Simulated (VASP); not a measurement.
Runs of VASP 6.6.1 on HfO2. The structure is that of space group P4_2/nmc (No. 137), or close to it. The cells are those of the table. 

```csv
cell,gap on the mesh (eV),pressure (GPa),largest force (eV/Å)
"a = 3.546, b = 3.546, c = 5.438 Å, 6 atoms",4.55,-1.9,0.26
"a = 3.654, b = 3.654, c = 5.123 Å, 6 atoms",4.20,(c),0.08
"a = 3.706, b = 3.706, c = 4.979 Å, 6 atoms",3.62,-4.8,(b)
"a = 3.805, b = 3.805, c = 4.723 Å, 6 atoms",2.40,-5.6,(a)
"a = 3.492, b = 3.492, c = 5.609 Å, 6 atoms",4.40,-0.6,0.54
```

Alike in all rows: task single point; level PBE; potentials or basis VASP PAW PBE potentials, release 64 (Hf_pv, O); no spin polarisation; k mesh 8 × 8 × 6; cutoff (eV) 520; smearing gaussian 0.05 eV.

Problem. Estimate the missing entries.

Solution. (a) 0.23; (b) 0.16; (c) -4.0.

Caveats: spin-orbit coupling is left out, which moves the levels of the heavy elements.

A k mesh can miss the band edges, and the runs leave out spin-orbit coupling on Hf.
